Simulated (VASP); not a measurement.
Runs of VASP 6.6.1 on Fe2O5 (cubic X2O5 type). The structure is that of space group Pn-3m (No. 224), or close to it. The cells are those of the table. 

```tsv
cell	gap on the mesh (eV)	pressure (GPa)
a = 4.973 Å, 14 atoms	none	(b)
a = 4.811 Å, 14 atoms	none	9.8
a = 4.844 Å, 14 atoms	none	4.7
a = 4.941 Å, 14 atoms	none	-7.5
a = 4.877 Å, 14 atoms	none	(a)
a = 4.909 Å, 14 atoms	none	-3.9
```

Alike in all rows: task single point; level PBE; potentials or basis VASP PAW PBE potentials, release 64 (Fe, O); no spin polarisation; k mesh 11 × 11 × 11; cutoff (eV) 520; smearing fermi-dirac 0.0612256 eV.

Fill in the values left out.

(a) 0.2; (b) -10.7.

Caveats: the run has no spin polarisation, though such a crystal can be magnetic; semilocal functionals often make such compounds metallic where correlation or magnetic order opens a gap, which also shifts bond lengths.

A gap of «none» marks levels without a gap at the run's occupations.
